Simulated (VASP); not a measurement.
A run of VASP 6.6.1:

File INCAR:

```
  PREC = Accurate
  ENCUT = 520
  EDIFF = 1E-6
  ISMEAR = -1
  SIGMA = 0.1
  LREAL = F
  LASPH = T
  NELM = 60
  ALGO = Normal
  ISIF = 2
  LWAVE = F
  LCHARG = F
  NBANDS = 19
```

KPOINTS

```
regular mesh
0
Gamma
  14 14 8
```

File POSCAR:

```
Hg
1.0
    3.0118511465      0.0000000000      0.0000000000
   -1.5059255733      2.6083396052      0.0000000000
    0.0000000000      0.0000000000      4.9773035231
Hg
2
Direct
    0.3333333333      0.6666666667      0.2500000000
    0.6666666667      0.3333333333      0.7500000000
```

Potentials or basis: VASP PAW LDA potentials, release 64 (Hg).

Run with:

```console
$ cat potpaw_LDA.64/Hg/POTCAR > POTCAR
$ mpirun -np 1 vasp_std > vasp.out
```

Hardware: 1 thread of Intel(R) Xeon(R) 6975P-C (Granite Rapids), on a shared host.

Problem. Estimate the wall time of this run.

Solution. Run time: 18 s on 1 thread of Intel(R) Xeon(R) 6975P-C (Granite Rapids) (shared host), peak memory 0.19 GiB. Counts: scf iterations 11, k points 120.
